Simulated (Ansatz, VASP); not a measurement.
**One calculation of CuH8, two programs**

```xyz
9
Lattice="3.2004 -3.2727 0.0057 3.2004 3.2727 0.0057 -0.1957 0.0000 4.3565" Properties=species:S:1:pos:R:3 pbc="T T T"
Cu    3.1026    0.0000    2.1839
H     5.8507    0.0000    4.2453
H     0.3544    0.0000    0.1226
H     3.0337    0.0000    3.9286
H     3.1714    0.0000    0.4393
H     4.4154    1.3402    2.1913
H     1.7897    1.3402    2.1765
H     1.7897   -1.3402    2.1765
H     4.4154   -1.3402    2.1913
```

Change from the starting cell: species swapped into the LiO8 type (C2, No. 5).

Alike in both runs: functional PBE; k mesh 4 × 4 × 4; occupations gaussian, width 0.1 eV; no spin polarisation.

Ansatz relaxed the structure, and its values are those at the end. VASP's run is a single point on that final structure, the one shown.

|  | VASP | Ansatz |
| --- | --- | --- |
| version | VASP 6.6.1 | Ansatz 0.2.0 |
| potentials or method | VASP PAW PBE potentials, release 64 (Cu, H), cutoff 520 eV | scalar-relativistic, plane waves, PAW |
| valence electrons in the cell | 19 | 27 |

|  | VASP | Ansatz | Ansatz less VASP |
| --- | --- | --- | --- |
| gap on the k mesh at the Fermi level (eV) | none | none | - |
| pressure (GPa) | -0.1 | 0.0 | +0.11 |
| rms of the force components (eV/Å) | 0.014 | 0.003 | -0.0102 |

A gap of «none» marks a metal or a gap that the smearing closes. VASP's potentials hold 19 valence electrons a cell and Ansatz's 27, so a difference there can come from the potentials and not from the codes.

The k mesh is coarse, so the values compare programs but aren't converged.
